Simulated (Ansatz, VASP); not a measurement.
## Two plane-wave programs on Ag

Contents of POSCAR:

```
Ag
1.0
    2.6787690910      0.0000000000      0.0000000000
    0.0000000000      2.6787690910      0.0000000000
    0.0000000000      0.0000000000      2.6787690910
Ag
1
Direct
    0.0000000000      0.0000000000      0.0000000000
```

Contents of INCAR.step1:

```
SYSTEM = Ag
PREC = Accurate
ENCUT = 520
ISMEAR = -1
SIGMA = 0.1
LREAL = .FALSE.
LASPH = .TRUE.
NELM = 60
NBANDS = 12
GGA = PE
ALGO = Normal
EDIFF = 1E-4
LWAVE = .TRUE.
LCHARG = .FALSE.
```

File INCAR.step2:

```
SYSTEM = Ag
PREC = Accurate
ENCUT = 520
EDIFF = 1E-7
ISMEAR = -1
SIGMA = 0.1
LREAL = .FALSE.
LASPH = .TRUE.
NELM = 60
ALGO = Normal
ISIF = 2
LWAVE = .FALSE.
LCHARG = .FALSE.
METAGGA = R2SCAN
LMIXTAU = .TRUE.
NBANDS = 12
ISTART = 1
```

KPOINTS

```
Automatic mesh
0
G
  13 13 13
  0 0 0
```

Input for Ansatz:

```yaml
crystal:
  lattice:
    - [2.678769091, 0.0, 0.0]
    - [0.0, 2.678769091, 0.0]
    - [0.0, 0.0, 2.678769091]
  atoms:
    - { symbol: Ag, position: [0.0, 0.0, 0.0] }
hamiltonian:
  xc: r2scan
  pseudopotentials:
    kind: paw
    azcp:
      Ag: "pseudopotentials/Ag.paw.azcp"
basis:
  ecutwfc: 500
  fft_grid_basis: typed
kpoints:
  mp_grid: { grid: [13, 13, 13], shift: [0, 0, 0] }
magnetization:
  spin_polarized: false
scf:
  occupations: { method: fermi_dirac, width: 0.1 }
  lower_state_search: "off"
output:
  stress: true
```

Alike in both runs: task single point; functional r2SCAN; k mesh 13 × 13 × 13; occupations fermi-dirac, width 0.1 eV; no spin polarisation.

|  | VASP | Ansatz |
| --- | --- | --- |
| version | VASP 6.6.1 | Ansatz 0.2.0 |
| potentials or method | VASP PAW PBE potentials, release 64 (Ag), cutoff 520 eV | plane waves (500 eV) with PAW, scalar-relativistic |
| valence electrons in the cell | 11 | 19 |

```csv
,VASP,Ansatz,Ansatz less VASP
pressure (GPa),3.8,3.6,-0.23
```

VASP's potentials were made for PBE, not for r2SCAN. With one functional, cell and mesh, what is left measures potentials, basis and numerics. VASP's potentials hold 11 valence electrons a cell and Ansatz's 19, so a difference there can come from the potentials and not from the codes.
